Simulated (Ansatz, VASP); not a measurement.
One calculation of ZrB2, two programs

INCAR

```
PREC = Accurate
ENCUT = 520
EDIFF = 1E-6
ISMEAR = -1
SIGMA = 0.03
LREAL = F
LASPH = T
NELM = 60
ALGO = Normal
ISIF = 2
LWAVE = F
LCHARG = F
GGA = CA
NBANDS = 16
```

Contents of KPOINTS:

```
Automatic mesh
0
Gamma
  13 13 10
```

POSCAR

```
ZrB2
1.0
    3.1333498272      0.0000000000      0.0000000000
   -1.5666749137      2.7135605494      0.0000000000
    0.0000000000      0.0000000000      3.5200000000
Zr B
1 2
Direct
    0.0000000000      0.0000000000      0.0000000000
    0.3333333333      0.6666666667      0.5000000000
    0.6666666667      0.3333333333      0.5000000000
```

Input for Ansatz:

```yaml
crystal:
  lattice:
    - [3.1333498272, 0.0, 0.0]
    - [-1.5666749137, 2.7135605494, 0.0]
    - [0.0, 0.0, 3.52]
  atoms:
    - { symbol: Zr, position: [0.0, 0.0, 0.0] }
    - { symbol: B, position: [0.3333333333, 0.6666666667, 0.5] }
    - { symbol: B, position: [0.6666666667, 0.3333333333, 0.5] }
kpoints:
  mp_grid: { grid: [13, 13, 10] }
  band_path:
    path:
      - [0.0, 0.0, 0.0]
      - [0.5, 0.0, 0.0]
      - [0.3333333333, 0.3333333333, 0.0]
      - [0.0, 0.0, 0.0]
      - [0.0, 0.0, 0.5]
      - [0.5, 0.0, 0.5]
      - [0.3333333333, 0.3333333333, 0.5]
      - [0.0, 0.0, 0.5]
      - [0.5, 0.0, 0.5]
    npoints: 5
scf:
  occupations: { method: fermi_dirac, width: 0.03 }
hamiltonian:
  xc: lda
  pseudopotentials: { kind: all_electron, lapw: { basis_error: 0.001 } }
output:
  forces: true
  stress: true
  eigenvalues: true
```

Change from the starting cell: equal xx and yy strain of -1 %.

Alike in both runs: task single point; functional LDA; k mesh 13 × 13 × 10; occupations fermi-dirac, width 0.03 eV; no spin polarisation.

|  | VASP | Ansatz |
| --- | --- | --- |
| version | VASP 6.6.1 | Ansatz 0.2.0 |
| potentials or method | VASP PAW LDA potentials, release 64 (Zr_sv, B), cutoff 520 eV | all-electron LAPW, scalar-relativistic |

|  | VASP | Ansatz | Ansatz less VASP |
| --- | --- | --- | --- |
| pressure (GPa) | -1.8 | -2.3 | -0.49 |
| traceless stress, the component that is largest in VASP (GPa) | -1.72 | -1.72 | -0.001 |

LDA's correlation is that of Perdew and Zunger in VASP and of Perdew and Wang (1992) in Ansatz. Ansatz ran all-electron here, and VASP with PAW potentials.
